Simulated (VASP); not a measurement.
# GaP (F-43m) in VASP: notebook, part 2 of 2

VASP 6.6.1. The steps go on from the part before.

### Step 5. Single point, BLYP+D3(BJ)

This run uses another cell than the first one, of 20.65 Å³/atom.

Input file INCAR:

```
PREC = Accurate ; ENCUT = 520
EDIFF = 1E-6 ; ISMEAR = -1
SIGMA = 0.05 ; LREAL = F
LASPH = T ; NELM = 60
ALGO = Normal ; ISIF = 2
LWAVE = F ; LCHARG = F
GGA = B5 ; ALDAX = 1.0
AGGAX = 1.0 ; AGGAC = 1.0
ALDAC = 0.0 ; IVDW = 12
VDW_S6 = 1.0 ; VDW_S8 = 2.6996
VDW_A1 = 0.4298 ; VDW_A2 = 4.2359
NBANDS = 16
```

Input file KPOINTS:

```
Automatic mesh
0
Gamma
  8 8 8
```

Input file POSCAR:

```
GaP
1.0
    0.0000000000      2.7432985392      2.7432985392
    2.7432985392      0.0000000000      2.7432985392
    2.7432985392      2.7432985392      0.0000000000
Ga P
1 1
Direct
    0.0000000000      0.0000000000      0.0000000000
    0.7500000000      0.7500000000      0.7500000000
```

Potentials or basis: VASP PAW PBE potentials, release 64 (Ga_d, P).

Run with:

```bash
cat potpaw_PBE.64/Ga_d/POTCAR potpaw_PBE.64/P/POTCAR > POTCAR
mpirun -np 1 vasp_std > vasp.out
```

OUTCAR:

```text
PREC = Accurate
   ENCUT = 520
   EDIFF = 1E-6
   ISMEAR = -1
   LREAL = F
   LASPH = T
   NELM = 60
   ISIF = 2
   GGA = B5
   IVDW = 12
 IVDW          = 12

 ion  position               nearest neighbor table
   1  0.000  0.000  0.000-   2 2.38   2 2.38   2 2.38   2 2.38
   2  0.750  0.750  0.750-   1 2.38   1 2.38   1 2.38   1 2.38

  LATTYP: Found a face centered cubic cell.
 ALAT       =     5.4865970784

  Lattice vectors:

 A1 = (   0.0000000000,   2.7432985392,   2.7432985392)
 A2 = (   2.7432985392,   0.0000000000,   2.7432985392)
 A3 = (   2.7432985392,   2.7432985392,   0.0000000000)

Analysis of symmetry for initial positions (statically):
=====================================================================
 Subroutine PRICEL returns:
 Original cell was already a primitive cell.

 Routine SETGRP: Setting up the symmetry group for a
 face centered cubic supercell.

 Subroutine GETGRP returns: Found 24 space group operations
 (whereof 24 operations were pure point group operations)
 out of a pool of 48 trial point group operations.

The static configuration has the point symmetry T_d .

Analysis of symmetry for dynamics (positions and initial velocities):
=====================================================================
 Subroutine PRICEL returns:
 Original cell was already a primitive cell.

 Routine SETGRP: Setting up the symmetry group for a
 face centered cubic supercell.

 Subroutine GETGRP returns: Found 24 space group operations
 (whereof 24 operations were pure point group operations)
 out of a pool of 48 trial point group operations.

The dynamic configuration has the point symmetry T_d .

 Subroutine INISYM returns: Found 24 space group operations
 (whereof 24 operations are pure point group operations),
 and found     1 'primitive' translations

----------------------------------------------------------------------------------------

[... 111 lines left out ...]
     AMIX     =   0.40;   BMIX     =  1.00
     AMIX_MAG =   1.60;   BMIX_MAG =  1.00
  volume/ion in A,a.u.               =      20.65       139.32
  Fermi-wavevector in a.u.,A,eV,Ry     =   1.241317  2.345748 20.964770  1.540867
  Thomas-Fermi vector in A             =   2.375720
   LORBIT       =      0    0 simple, 1 ext, 2 COOP (PROOUT), +10 PAW based schemes
   GGA     = B5    functional components
   LHFCALC =     F    Hartree Fock is set to
   AEXX    =    0.0000 exact exchange contribution
   IVDW    =    12    specifies the selected vdW correction
   LEPSILON=     F    determine dielectric tensor
   LRPA    =     F    only Hartree local field effects (RPA)
 non-spin polarized calculation
  energy-cutoff  :      520.00
  volume of cell :       41.29
 maximum number of plane-waves:      1139
 NGX is ok and might be reduce to    30
   NGX = 15   NGY = 15   NGZ = 15

 number of electron      17.9999997 magnetization

 Free energy of the ion-electron system (eV)
  ---------------------------------------------------
  ext. energy  EPLUGINS =         0.00000000
  ---------------------------------------------------
  free energy    TOTEN  =        -7.77510678 eV

  energy without entropy =       -7.77510678  energy(sigma->0) =       -7.77510678

 E-fermi :   5.6503     XC(G=0):  -9.1725

 val. band max:        4.8650636945   @ k =   0.0000   0.0000   0.0000
 cond. band min:       6.4240313512   @ k =   0.0000   0.0000   0.0000
 fundamental gap:      1.5589676567
 Fermi energy:         5.6503450463

 k-point     1 :       0.0000    0.0000    0.0000
  band No.  band energies     occupation
      1      -9.7245      2.00000
      2      -9.7245      2.00000
      3      -9.7245      2.00000
      4      -9.6308      2.00000
      5      -9.6308      2.00000
      6      -7.4585      2.00000
[... 433 lines left out ...]
      3      -9.6846      2.00000
      4      -9.6352      2.00000
      5      -9.6240      2.00000
      6      -5.0926      2.00000
[... 8 lines left out ...]
     15      16.9380      0.00000
     16      17.3531      0.00000

 [... further k-points ...]

------------------------ aborting loop because EDIFF is reached ----------------------------------------

 Edisp (eV)   -1.38690

 E8    (eV) :    -1.0053

  FORCE on cell =-STRESS in cart. coord.  units (eV):
  Direction    XX          YY          ZZ          XY          YZ          ZX
  --------------------------------------------------------------------------------------
  -------------------------------------------------------------------------------------
  Total      -0.35940    -0.35940    -0.35940     0.00000     0.00000     0.00000
  in kB     -13.94572   -13.94572   -13.94572     0.00000     0.00000     0.00000
  external pressure =      -13.95 kB  Pullay stress =        0.00 kB

 VOLUME and BASIS-vectors are now :
 -----------------------------------------------------------------------------
  energy-cutoff  :      520.00
  volume of cell :       41.29
      direct lattice vectors                 reciprocal lattice vectors
     0.000000000  2.743298539  2.743298539    -0.182262336  0.182262336  0.182262336
     2.743298539  0.000000000  2.743298539     0.182262336 -0.182262336  0.182262336
     2.743298539  2.743298539  0.000000000     0.182262336  0.182262336 -0.182262336

 POSITION                                       TOTAL-FORCE (eV/Angst)
 -----------------------------------------------------------------------------------
      0.00000      0.00000      0.00000         0.000000      0.000000      0.000000
      4.11495      4.11495      4.11495        -0.000000     -0.000000     -0.000000
 -----------------------------------------------------------------------------------
    total drift:                               -0.000000     -0.000000     -0.000000

  FREE ENERGIE OF THE ION-ELECTRON SYSTEM (eV)
  ---------------------------------------------------
  free  energy   TOTEN  =        -9.1620018590 eV

  energy  without entropy=       -9.1620018557  energy(sigma->0) =       -9.16200186
```

Run time: 42 s. Hardware: 1 thread of Intel Xeon 8259CL, shared host; peak memory 0.18 GiB.

What came out:

- Free energy: -9.1620 eV
- Pressure: -1.4 GPa
- Band gap on the k mesh: 1.56 eV
- Dispersion energy per atom: -0.693 eV

Caveat: the PAW data sets were made with another functional, which shifts forces and pressure a little.

### Step 6. Single point, BLYP+D3(BJ)

This run uses another cell than the first one, of 21.05 Å³/atom.

Input file INCAR:

```
AGGAC = 1.0
AGGAX = 1.0
ALDAC = 0.0
ALDAX = 1.0
ALGO = Normal
EDIFF = 1E-6
ENCUT = 520
GGA = B5
ISIF = 2
ISMEAR = -1
IVDW = 12
LASPH = T
LCHARG = F
LREAL = F
LWAVE = F
NBANDS = 16
NELM = 80
PREC = Accurate
SIGMA = 0.05
VDW_A1 = 0.4298
VDW_A2 = 4.2359
VDW_S6 = 1.0
VDW_S8 = 2.6996
```

Input file KPOINTS:

```
k-points
0
Gamma
  8 8 8
```

Input file POSCAR:

```
GaP
1.0
    0.0000000000      2.7611126653      2.7611126653
    2.7611126653      0.0000000000      2.7611126653
    2.7611126653      2.7611126653      0.0000000000
Ga P
1 1
Direct
    0.0000000000      0.0000000000      0.0000000000
    0.7500000000      0.7500000000      0.7500000000
```

Potentials or basis: VASP PAW PBE potentials, release 64 (Ga_d, P).

Run with:

```bash
cat potpaw_PBE.64/Ga_d/POTCAR potpaw_PBE.64/P/POTCAR > POTCAR
mpirun -np 1 vasp_std > vasp.out
```

Wall time 52 s (1 thread of Intel Xeon 8259CL, shared host); peak memory 0.18 GiB.

The run converged. Its results:

* Free energy: -9.1515 eV
* Pressure: -2.8 GPa
* Band gap on the k mesh: 1.40 eV
* Dispersion energy per atom: -0.678 eV

Levels at points of the mesh, in eV from the valence-band top:
| k point | band 6 | band 7 | band 8 | band 9 | band 10 | band 11 | band 12 | band 13 |
| --- | --- | --- | --- | --- | --- | --- | --- | --- |
| (0.00, 0.00, 0.00) | -12.19 | 0.00 | 0.00 | 0.00 | 1.40 | 3.95 | 3.95 | 3.95 |
| (0.50, 0.00, 0.00) | -10.27 | -6.38 | -1.05 | -1.05 | 1.56 | 4.82 | 4.82 | 8.40 |
| (0.50, 0.50, 0.00) | -9.43 | -6.59 | -2.51 | -2.51 | 1.90 | 1.96 | 10.27 | 10.27 |

Caveat: the PAW data sets were made with another functional, which shifts forces and pressure a little.

### Step 7. Summary

| task | level | cell | cutoff (eV) | gap on the mesh (eV) | pressure (GPa) |
| --- | --- | --- | --- | --- | --- |
| relaxation of cell and atoms | revPBE+D4 | relaxed from a = 3.854 Å, angles 60.0°, 2 atoms | 600 | 1.66 | 0.0 |
| single point | revPBE | a = 3.880 Å, angles 60.0°, 2 atoms | 520 | 1.68 | 2.3 |
| single point | revPBE | a = 3.905 Å, angles 60.0°, 2 atoms | 520 | 1.60 | 0.6 |
| single point | BLYP+D3(BJ) | a = 3.880 Å, angles 60.0°, 2 atoms | 520 | 1.56 | -1.4 |
| single point | BLYP+D3(BJ) | a = 3.905 Å, angles 60.0°, 2 atoms | 520 | 1.40 | -2.8 |

Alike in all rows: potentials or basis VASP PAW PBE potentials, release 64 (Ga_d, P); no spin polarisation; k mesh 8 × 8 × 8; smearing fermi-dirac 0.05 eV.

Caveats: the PAW data sets were made with another functional, which shifts forces and pressure a little.

Total energies depend on the potentials used, so only differences within one code and one set of settings carry meaning.

### Step 8. How close it comes

Step 4. A measured gap of GaP is 2.34 eV (indirect; 10 K; quoted in “Stacking defects in GaP nanowires: Electronic structure and optical properties”, 2018, arxiv:1810.01194); the calculated 1.60 eV misses it by -0.74 eV. Spin-orbit coupling on Ga is left out. The value is that of revPBE on a finite k mesh, which can miss the band edges, without temperature or zero-point motion. Semilocal functionals fall short of measured gaps as a rule.
